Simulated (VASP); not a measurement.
Write the native input for VASP 6.6.1 that does the following.

```yaml
Task: relaxation of cell and atoms
Functional: PBE
Potentials_or_basis: VASP PAW PBE potentials, release 64 (Cs_sv, Li_sv)
Cutoff: 600 eV
k_mesh: 4 × 4 × 4
Occupations: gaussian, width 0.1 eV
Spin: no spin polarisation
Dipole_correction: no
Further_INCAR_settings: ALGO = Normal; EDIFF = 1e-06; IBRION = 2; EDIFFG = -0.04; NSW = 90; ISIF = 3
```

The structure of Cs2Li lies in POSCAR:

```
Cs2Li
1.0
    0.0000000000      3.9402002100      3.9402002100
    3.9402002100      0.0000000000      3.9402002100
    3.9402002100      3.9402002100      0.0000000000
Cs Li
2 1
Direct
    0.2500000000      0.2500000000      0.2500000000
    0.7500000000      0.7500000000      0.7500000000
    0.0000000000      0.0000000000      0.0000000000
```

The input as run:

INCAR

```
SYSTEM = Cs2Li
  ALGO = Normal
  EDIFF = 1E-6
  EDIFFG = -0.04
  ENCUT = 600
  GGA = PE
  IBRION = 2
  ISIF = 3
  ISMEAR = 0
  LASPH = .TRUE.
  LCHARG = .FALSE.
  LREAL = .FALSE.
  LWAVE = .FALSE.
  NELM = 100
  NSW = 90
  PREC = Accurate
  SIGMA = 0.1
```

KPOINTS

```
k-points
0
G
  4 4 4
  0 0 0
```

Potentials or basis: VASP PAW PBE potentials, release 64 (Cs_sv, Li_sv).

Launch:

```sh
$ cat potpaw_PBE.64/Cs_sv/POTCAR potpaw_PBE.64/Li_sv/POTCAR > POTCAR
$ mpirun -np 1 vasp_std > vasp.out
```

Results of the run:

```yaml
Relaxed_volume: 75.08 Å³/atom
Relaxed_cell: a = 6.829 Å, b = 6.829 Å, c = 6.829 Å, α = 60.00°, β = 60.00°, γ = 60.00°
Space_group_after_relaxing_to_0.05_Å: Fm-3m (No. 225)
Energy_gained_by_relaxing: 466.0 meV/atom
Ionic_steps: 4
Pressure_after_relaxing: 0.0 GPa
```

Caveat: the cutoff is under 1.25 times the usual one of these potentials, so pressure, stress and relaxed cells hold a basis-set (Pulay) error; the volume moved by over 15 % at a fixed basis, so the end points are rough.

It took 60 s on 1 thread of AMD EPYC 9R45 (Zen 5), with other jobs on the host, peak memory 0.3 GiB.
